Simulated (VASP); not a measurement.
A run of VASP 6.6.1:

The input INCAR:

```
SYSTEM = MgO
PREC     = Accurate       ! precision mode
ENCUT    = 600            ! plane-wave cutoff, eV
EDIFF    = 1E-6           ! SCF threshold, eV
ISMEAR   = -1             ! smearing method
SIGMA    = 0.01           ! smearing width, eV
LREAL    = .FALSE.        ! projectors in reciprocal space
LASPH    = .TRUE.         ! aspherical terms in the spheres
NELM     = 120            ! most SCF steps
ALGO     = Normal         ! electronic algorithm
ISIF     = 2              ! what is computed and relaxed
LWAVE    = .FALSE.        ! write WAVECAR
LCHARG   = .TRUE.         ! write CHGCAR
GGA      = PE             ! functional
LELF     = .TRUE.         ! ELF
LVHAR    = .TRUE.       
NBANDS   = 26             ! bands
GGA_COMPAT= .FALSE.
```

File KPOINTS:

```
regular mesh
0
G
  3 3 3
  0 0 0
```

POSCAR

```
MgO
1.0
    4.2543812300      0.0000000000      0.0000000000
    0.0000000000      4.2543812300      0.0000000000
    0.0000000000      0.0000000000      4.2543812300
Mg O
4 4
Direct
    0.0000000000      0.0000000000      0.0000000000
    0.0000000000      0.5000000000      0.5000000000
    0.5000000000      0.0000000000      0.5000000000
    0.5000000000      0.5000000000      0.0000000000
    0.0000000000      0.0000000000      0.5000000000
    0.0000000000      0.5000000000      0.0000000000
    0.5000000000      0.0000000000      0.0000000000
    0.5000000000      0.5000000000      0.5000000000
```

Potentials or basis: VASP PAW PBE potentials, release 64 (Mg, O).

Launch:

```console
$ cat potpaw_PBE.64/Mg/POTCAR potpaw_PBE.64/O/POTCAR > POTCAR
$ mpirun -np 1 vasp_std > vasp.out
```

Hardware: 1 thread of Intel Xeon 8259CL, on a shared host.

**Question.** How long does it take, and how much memory?

**Answer.** Wall time 20 s on 1 thread of Intel Xeon 8259CL (shared host), peak memory 0.2 GiB. Counts: scf iterations 12, k points 4.
